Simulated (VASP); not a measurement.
Runs of VASP 6.6.1 on AlRu. The structure is that of space group Pm-3m (No. 221), or close to it. The cells are those of the table. 

| cell | gap on the mesh (eV) | pressure (GPa) |
| --- | --- | --- |
| a = 2.983, b = 3.027 Å, 2 atoms | none | (a) |
| a = 2.983, b = 3.072 Å, 2 atoms | none | -6.0 |
| a = 2.983, b = 3.139 Å, 2 atoms | none | -9.8 |
| a = 2.983, b = 3.117 Å, 2 atoms | none | -8.6 |

Alike in all rows: task single point; level r2SCAN; potentials or basis VASP PAW PBE potentials, release 64 (Al, Ru_pv); no spin polarisation; k mesh 20 × 20 × 20; cutoff (eV) 520; smearing gaussian 0.15 eV.

Estimate the missing entries.

(a) -3.1.

Caveats: the PAW data sets were made with another functional, which shifts forces and pressure a little; the cell stands under tension (at least some runs); the stress differs along the axes, from -15 to -7 GPa (at least some runs); the stress differs along the axes, from -13 to -6 GPa (at least some runs).

A k mesh can miss the band edges, and the runs leave out spin-orbit coupling on Ru.

A gap of «none» marks levels without a gap at the run's occupations.
